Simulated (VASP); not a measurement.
ZnSe, 2 atoms in the cell. The structure is tetragonal, space group I-4m2 (No. 119). The conventional cell has a = 3.846 Å, b = 3.846 Å, c = 5.893 Å, α = 90.00°, β = 90.00°, γ = 90.00°. Zn (site symmetry -4m2) has 4 Se at 2.42 Å within 3.2 Å. Within 3.2 Å of Se (site symmetry -4m2) lie 4 Zn at 2.42 Å.  This cell differs from its parent crystal: strain -0.040 along x and y, +0.040 along z.

* Program: VASP 6.6.1
* Task: single point
* Functional: r2SCAN
* Potentials or basis: VASP PAW PBE potentials, release 64 (Zn, Se)
* Cutoff: 520 eV
* k mesh: 8 × 8 × 8
* Occupations: gaussian, width 0.05 eV
* Spin: no spin polarisation
* Dipole correction: no
* Further INCAR settings: ALGO = Normal; EDIFF = 1e-06; NBANDS = 16

Potentials or basis: VASP PAW PBE potentials, release 64 (Zn, Se).

Run with:

```console
$ cat potpaw_PBE.64/Zn/POTCAR potpaw_PBE.64/Se/POTCAR > POTCAR
$ cp INCAR.step1 INCAR
$ mpirun -np 1 vasp_std > vasp.out
$ cp INCAR.step2 INCAR
$ mpirun -np 1 vasp_std > vasp.out
```

Hardware: 1 thread of Intel(R) Xeon(R) 6975P-C (Granite Rapids) (shared host).

Q: Estimate the wall time of this run.

A: Wall time 80 s on 1 thread of Intel(R) Xeon(R) 6975P-C (Granite Rapids) (shared host), peak memory 0.19 GiB. Counts: k points 59.
